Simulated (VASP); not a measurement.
# Co2Si: single point with PBEsol

The system is Co2Si.

```
Co Si
1.0
     4.80766    0.00000    0.00000
     0.00000    3.67149    0.00000
     0.00000    0.00000    6.97217
Co Si
8 4
Direct
  0.96193 0.75000 0.21887
  0.03807 0.25000 0.78113
  0.53807 0.25000 0.71887
  0.46193 0.75000 0.28113
  0.82690 0.75000 0.56489
  0.17310 0.25000 0.43511
  0.67310 0.25000 0.06489
  0.32690 0.75000 0.93511
  0.30053 0.75000 0.60513
  0.69947 0.25000 0.39487
  0.19947 0.25000 0.10513
  0.80053 0.75000 0.89487
```

| Property | Result |
| --- | --- |
| Program | VASP 6.6.1 |
| Task | single point |
| Functional | PBEsol |
| Potentials or basis | VASP PAW PBE potentials, release 64 (Co, Si) |
| Cutoff | 520 eV |
| k mesh | 4 × 6 × 4 |
| Occupations | gaussian, width 0.1 eV |
| Spin | collinear spin, ferromagnetic start |
| Starting moments | [0.54, 0.54, 0.54, 0.54, 0.33, 0.33, 0.33, 0.33, 0.0, 0.0, 0.0, 0.0] μB |
| Dipole correction | no |
| Further INCAR settings | ALGO = Normal; EDIFF = 1e-06; NBANDS = 60 |

```yaml
Pressure: 0.1 GPa
Largest_force: 0.040 eV/Å
Net_moment: 1.85 μB per cell
Site_moments: Co +0.31, +0.19 (each value once); Si -0.01 μB
Valence_electrons_inside_the_program's_atomic_spheres: Co 8.54, 8.63 (each value once); Si 1.66
```

Forces in eV/Å, atoms in the order of the input:
```
Co  -0.013  0.000  0.038
Co   0.013  0.000 -0.038
Co   0.013  0.000  0.038
Co  -0.013  0.000 -0.038
Co  -0.012  0.000  0.006
Co   0.012  0.000 -0.006
Co   0.012  0.000  0.006
Co  -0.012  0.000 -0.006
Si  -0.013  0.000  0.003
Si   0.013  0.000 -0.003
Si   0.013  0.000  0.003
Si  -0.013  0.000 -0.003
```

Stress tensor (GPa, compression positive):
```
0.08 0.00 0.00
0.00 0.23 0.00
0.00 0.00 0.03
```

Levels at points of the mesh, in eV from the Fermi level:
Spin up:
```tsv
k point	band 42	band 43	band 44	band 45	band 46	band 47	band 48	band 49
(0.00, 0.00, 0.00)	-0.43	-0.27	-0.20	-0.10	-0.06	0.39	0.86	1.67
(0.50, 0.00, 0.00)	-0.33	-0.31	-0.31	-0.08	-0.08	2.22	2.22	2.95
(0.00, 0.50, 0.00)	-0.90	-0.52	-0.52	-0.05	-0.05	-0.03	-0.03	1.81
(0.50, 0.50, 0.00)	-0.56	-0.56	-0.56	0.19	0.19	0.19	0.19	1.02
(0.00, 0.00, 0.50)	-0.22	-0.17	-0.17	-0.06	-0.06	0.54	0.54	1.18
(0.50, 0.00, 0.50)	-0.40	-0.07	-0.07	0.49	0.49	1.06	1.06	2.79
(0.00, 0.50, 0.50)	-0.87	-0.44	-0.44	-0.09	-0.09	0.44	0.44	0.62
(0.50, 0.50, 0.50)	-0.68	-0.68	-0.68	0.23	0.23	0.23	0.23	1.52
```
Spin down:
| k point | band 41 | band 42 | band 43 | band 44 | band 45 | band 46 | band 47 | band 48 |
| --- | --- | --- | --- | --- | --- | --- | --- | --- |
| (0.00, 0.00, 0.00) | -0.24 | -0.18 | -0.04 | 0.17 | 0.28 | 0.30 | 0.65 | 1.19 |
| (0.50, 0.00, 0.00) | -0.10 | -0.10 | -0.03 | -0.03 | 0.29 | 0.29 | 2.40 | 2.40 |
| (0.00, 0.50, 0.00) | -0.68 | -0.68 | -0.25 | -0.25 | 0.28 | 0.28 | 0.30 | 0.30 |
| (0.50, 0.50, 0.00) | -0.33 | -0.33 | -0.33 | -0.33 | 0.48 | 0.48 | 0.48 | 0.48 |
| (0.00, 0.00, 0.50) | -0.01 | -0.01 | 0.15 | 0.15 | 0.19 | 0.19 | 0.85 | 0.85 |
| (0.50, 0.00, 0.50) | -0.20 | -0.20 | 0.29 | 0.29 | 0.75 | 0.75 | 1.24 | 1.24 |
| (0.00, 0.50, 0.50) | -0.65 | -0.65 | -0.16 | -0.16 | 0.23 | 0.23 | 0.71 | 0.71 |
| (0.50, 0.50, 0.50) | -0.45 | -0.45 | -0.45 | -0.45 | 0.54 | 0.54 | 0.54 | 0.54 |

Wall time 6.3 min on 1 thread of Intel(R) Xeon(R) 6975P-C (Granite Rapids), with other jobs on the host, peak memory 0.49 GiB.

Caveat: the PAW data sets were made with another functional, which shifts forces and pressure a little.
